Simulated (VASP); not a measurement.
Write the native input for VASP 6.6.1 that does the following.

```
Task                   : single point
Functional             : PBE
Potentials or basis    : VASP PAW PBE potentials, release 64 (Ti_sv)
Cutoff                 : 520 eV
k mesh                 : 1 × 1 × 25
Occupations            : gaussian, width 0.05 eV
Spin                   : collinear spin, ferromagnetic start
Starting moments       : [1.5] μB
Dipole correction      : no
Further INCAR settings : ALGO = Normal; EDIFF = 1e-06; NBANDS = 16
```

The structure of Ti lies in POSCAR:

```
Ti
1.0
    9.0000000000      0.0000000000      0.0000000000
    0.0000000000      9.3000000000      0.0000000000
    0.0000000000      0.0000000000      2.5374154393
Ti
1
Direct
    0.5000000000      0.5000000000      0.0000000000
```

These files were run (other wordings do the same):

INCAR

```
SYSTEM = Ti
ALGO = Normal
EDIFF = 1E-6
ENCUT = 520
GGA = PE
ISIF = 2
ISMEAR = 0
ISPIN = 2
LASPH = .TRUE.
LCHARG = .FALSE.
LMAXMIX = 4
LORBIT = 11
LREAL = .FALSE.
LWAVE = .FALSE.
MAGMOM = 1.5
NBANDS = 16
NELM = 150
PREC = Accurate
SIGMA = 0.05
```

KPOINTS

```
k-points
0
G
  1 1 25
  0 0 0
```

Potentials or basis: VASP PAW PBE potentials, release 64 (Ti_sv).

Run with:

```sh
$ cat potpaw_PBE.64/Ti_sv/POTCAR > POTCAR
$ mpirun -np 1 vasp_std > vasp.out
```

Results of the run:

```json
{
 "Net moment": "2.12 μB per cell",
 "Site moments": "Ti +1.42 μB",
 "Valence electrons inside the program's atomic spheres": "Ti 10.27"
}
```

Wall time 3.7 min on 1 thread of Intel(R) Xeon(R) 6975P-C (Granite Rapids), with other jobs on the host, peak memory 0.39 GiB.
